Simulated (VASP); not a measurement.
PbO:

```xyz
4
Lattice="3.9744 0.0000 0.0000 0.0000 3.9744 0.0000 0.0000 0.0000 5.0220" Properties=species:S:1:pos:R:3 pbc="T T T"
Pb    0.0000    1.9872    1.1807
Pb    1.9872    0.0000    3.8413
O     0.0000    0.0000    0.0000
O     1.9872    1.9872    0.0000
```

* Program: VASP 6.6.1
* Task: relaxation of cell and atoms
* Functional: PBE
* Potentials or basis: VASP PAW PBE potentials, release 64 (Pb_d, O)
* Cutoff: 600 eV
* k mesh: 4 × 4 × 4
* Occupations: gaussian, width 0.1 eV
* Spin: no spin polarisation

At the start: pressure 4.9 GPa; volume 19.83 Å³/atom.

Problem. How do energy, volume and symmetry change on relaxing?

Solution. Over 10 steps the energy falls by 24.2 meV/atom and the volume is 22.56 Å³/atom (+13.8 %); space group P4/nmm (No. 129, to 0.05 Å).

Step by step:
| step | energy change (eV) | largest force (eV/Å) | pressure (GPa) | volume (Å³) |
| --- | --- | --- | --- | --- |
| 1 | 0.0000 | 0.4893 | 4.93 | 79.33 |
| 2 | -0.0192 | 0.9198 | -2.92 | 86.54 |
| 3 | -0.0620 | 0.3231 | 0.29 | 83.13 |
| 4 | -0.0705 | 0.2225 | 0.21 | 83.88 |
| 5 | -0.0767 | 0.0205 | 0.02 | 85.91 |
| 6 | -0.0773 | 0.0307 | 0.06 | 85.46 |
| 7 | -0.0807 | 0.0161 | 0.10 | 85.86 |
| 8 | -0.0886 | 0.0282 | 0.26 | 87.06 |
| 9 | -0.0947 | 0.1322 | 0.71 | 89.39 |
| 10 | -0.0968 | 0.0243 | 0.23 | 90.26 |

Final structure:
```
CELL_PARAMETERS angstrom
4.05238 0.00000 0.00000
0.00000 4.05238 0.00000
0.00000 0.00000 5.49611
ATOMIC_POSITIONS crystal
Pb 0.00000 0.50000 0.21669
Pb 0.50000 0.00000 0.78331
O 0.00000 0.00000 0.00000
O 0.50000 0.50000 0.00000
```

Caveat: the volume moved by +14 % from the deposited cell, more than functionals usually miss.
